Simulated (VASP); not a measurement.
Sr: single point with r2SCAN

Crystal: Sr.

```xyz
1
Lattice="0.0000 2.9802 2.9802 2.9802 0.0000 2.9802 2.9802 2.9802 0.0000" Properties=species:S:1:pos:R:3 pbc="T T T"
Sr    0.0000    0.0000    0.0000
```

```
Program             : VASP 6.6.1
Task                : single point
Functional          : r2SCAN
Potentials or basis : VASP PAW PBE potentials, release 64 (Sr_sv)
Cutoff              : 520 eV
k mesh              : 8 × 8 × 8
Occupations         : fermi-dirac, width 0.05 eV
Spin                : no spin polarisation
```

The pressure is 0.9 GPa and the band gap on the k mesh is zero (band 5 reaches 1.81 eV, above the bottom of band 6 at 1.73 eV).

Levels at points of the mesh, in eV from the Fermi level:
| k point | band 1 | band 2 | band 3 | band 4 | band 5 | band 6 | band 7 | band 8 | band 9 | band 10 |
| --- | --- | --- | --- | --- | --- | --- | --- | --- | --- | --- |
| (0.00, 0.00, 0.00) | -37.90 | -19.16 | -19.16 | -19.16 | -3.85 | 2.78 | 2.78 | 2.78 | 4.39 | 4.39 |
| (0.50, 0.00, 0.00) | -37.89 | -19.39 | -19.19 | -19.19 | -1.04 | 0.05 | 2.57 | 2.57 | 5.52 | 5.52 |
| (0.50, 0.50, 0.00) | -37.88 | -19.38 | -19.24 | -19.24 | -0.62 | 0.49 | 1.18 | 5.52 | 5.85 | 5.85 |

Run time: 42 s on 1 thread of Intel(R) Xeon(R) Platinum 8259CL CPU @ 2.50GHz (Skylake/Cascade Lake) (shared host), peak memory 0.18 GiB.

Caveat: the PAW data sets were made with another functional, which shifts forces and pressure a little.
